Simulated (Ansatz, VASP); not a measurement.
**Two plane-wave programs on PbO**

```
Pb O
1.0
     4.19966    0.00000    0.00000
    -2.09983    3.63701    0.00000
     0.00000    0.00000    5.85094
Pb O
2 2
Direct
  0.66667 0.33333 0.01442
  0.33333 0.66667 0.51442
  0.66667 0.33333 0.61078
  0.33333 0.66667 0.11933
```

Alike in both runs: task single point; functional PBE; k mesh 10 × 10 × 6; occupations gaussian, width 0.05 eV; no spin polarisation.

|  | VASP | Ansatz |
| --- | --- | --- |
| version | VASP 6.6.1 | Ansatz 0.2.0 |
| potentials or method | VASP PAW PBE potentials, release 64 (Pb_d, O), cutoff 520 eV | scalar-relativistic, plane waves, PAW |
| valence electrons in the cell | 40 | 40 |

```csv
,VASP,Ansatz,Ansatz less VASP
gap on the k mesh at the Fermi level (eV),1.87,1.87,-0.002
least direct gap on the mesh (eV),2.20,2.20,-0.005
pressure (GPa),0.2,0.2,+0.02
"traceless stress, the component that is largest in VASP (GPa)",0.48,0.41,-0.066
rms of the force components (eV/Å),0.089,0.082,-0.0066
```

Atom by atom the forces differ by 0.008 eV/Å (rms over components). The functional is the same, so the differences come from potentials, cutoffs and numerics.

Spin-orbit coupling is off throughout.
